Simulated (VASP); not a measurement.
Crystal: Li2Se.

```xyz
3
Lattice="0.0000 2.9935 2.9935 2.9935 0.0000 2.9935 2.9935 2.9935 0.0000" Properties=species:S:1:pos:R:3 pbc="T T T"
Se    0.0000    0.0000    0.0000
Li    1.4968    1.4968    1.4968
Li    4.4903    4.4903    4.4903
```

Base run:

- Program: VASP 6.6.1
- Functional: PBE
- Potentials or basis: VASP PAW PBE potentials, release 64 (Se, Li_sv)
- Cutoff: 750 eV
- k mesh: 6 × 6 × 6
- Occupations: gaussian, width 0.01 eV
- Spin: no spin polarisation

Its results: band gap on the k mesh 2.97 eV (least direct gap 3.42 eV); pressure 0.3 GPa.

Problem. The run is repeated on the same cell with these changes: functional from PBE to PBE-based screened hybrid with 20 % exact exchange; cutoff from 750 eV to 650 eV; k mesh from 6 × 6 × 6 to 4 × 4 × 4. What comes out?

Solution. Band gap on the k mesh 3.65 eV (least direct gap 4.20 eV); pressure -0.3 GPa.

Several settings changed at once.

Caveats: some runs use coarse meshes; the PAW data sets were made with another functional, which shifts forces and pressure a little (at least some runs).

A k mesh can miss the band edges.
